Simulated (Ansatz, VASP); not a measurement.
Zr4ScO: VASP beside Ansatz

```
Zr Sc O
1.0
     0.00000    3.50709    3.50709
     3.50709    0.00000    3.50709
     3.50709    3.50709    0.00000
Zr Sc O
4 1 1
Direct
  0.37412 0.87763 0.37412
  0.37412 0.37412 0.87763
  0.87763 0.37412 0.37412
  0.37412 0.37412 0.37412
  0.75000 0.75000 0.75000
  0.00000 0.00000 0.00000
```

Change from the starting cell: species swapped into the HoCdCu4 type (F-43m, No. 216).

Alike in both runs: task single point; functional PBE; k mesh 4 × 4 × 4; occupations gaussian, width 0.1 eV; no spin polarisation.

|  | VASP | Ansatz |
| --- | --- | --- |
| version | VASP 6.6.1 | Ansatz 0.2.0 |
| potentials or method | VASP PAW PBE potentials, release 64 (Zr_sv, Sc_sv, O), cutoff 600 eV | scalar-relativistic, plane waves, PAW |
| valence electrons in the cell | 65 | 65 |

|  | VASP | Ansatz | Ansatz less VASP |
| --- | --- | --- | --- |
| gap on the k mesh at the Fermi level (eV) | none | none | - |
| rms of the force components (eV/Å) | 0.690 | 0.679 | -0.0102 |

Atom by atom the forces differ by 0.010 eV/Å (rms over components). A gap of «none» marks a metal or a gap that the smearing closes.

The k mesh is coarse, so the values compare programs but aren't converged.
